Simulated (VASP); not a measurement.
BN:

```
B N
1.0
     0.00000    1.80483    1.80483
     1.80483    0.00000    1.80483
     1.80483    1.80483    0.00000
B N
1 1
Cartesian
  0.0000 0.0000 0.0000
  0.9024 0.9024 0.9024
```

Base run:

```yaml
Program: VASP 6.6.1
Functional: r2SCAN
Potentials_or_basis: VASP PAW PBE potentials, release 64 (B, N)
Cutoff: 520 eV
k_mesh: 12 × 12 × 12
Occupations: gaussian, width 0.01 eV
Spin: no spin polarisation
```

Its results: band gap on the k mesh 4.98 eV, indirect (least direct gap 9.55 eV); pressure 1.1 GPa.

Question: The run is repeated on the same cell with these changes: functional from r2SCAN to PBE; k mesh from 12 × 12 × 12 to 6 × 6 × 6. What comes out?

Answer: Band gap on the k mesh 4.46 eV, indirect (least direct gap 8.84 eV); pressure 5.1 GPa.

Several settings changed at once, so the effect can't be laid on one alone.

Caveats: some runs use coarse meshes; the PAW data sets were made with another functional, which shifts forces and pressure a little (some runs).

A k mesh can miss the band edges.
